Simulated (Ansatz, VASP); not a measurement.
**Cu, level by level in two programs**

```
Cu
1.0
     0.00000    1.84295    1.84295
     1.84295    0.00000    1.84295
     1.84295    1.84295    0.00000
Cu
1
Direct
  0.00000 0.00000 0.00000
```

Single points on this cell with VASP 6.6.1 and Ansatz 0.2.0. Each row is one pair of runs. Alike in all rows: spin: off; k mesh: 13 × 13 × 13; smearing: fermi-dirac, width 0.05 eV.

| level | VASP's potentials, cutoff | Ansatz's potentials, cutoff | gap on the k mesh at the Fermi level (eV), VASP | gap on the k mesh at the Fermi level (eV), Ansatz | pressure (GPa), VASP | pressure (GPa), Ansatz |
| --- | --- | --- | --- | --- | --- | --- |
| BLYP+D3(BJ) | VASP PAW PBE potentials, release 64 (Cu), 600 eV | Ansatz PAW, 420 eV | none | none | -14.6 | -15.3 |
| SVWN5 | VASP PAW PBE potentials, release 64 (Cu), 600 eV | Ansatz PAW, 420 eV | ? | none | ? | -18.8 |
| r2SCAN+D4 | VASP PAW PBE potentials, release 64 (Cu), 660 eV | Ansatz PAW, 500 eV | none | none | -13.4 | -13.8 |

Problem. Fill in what VASP gave in row 2.

Solution. gap on the k mesh at the Fermi level (eV): none; pressure (GPa): -18.2.

VASP's potentials hold 11 valence electrons a cell and Ansatz's 19, so a difference there can come from the potentials and not from the codes.

A gap of «none» marks a metal or a gap that the smearing closes.
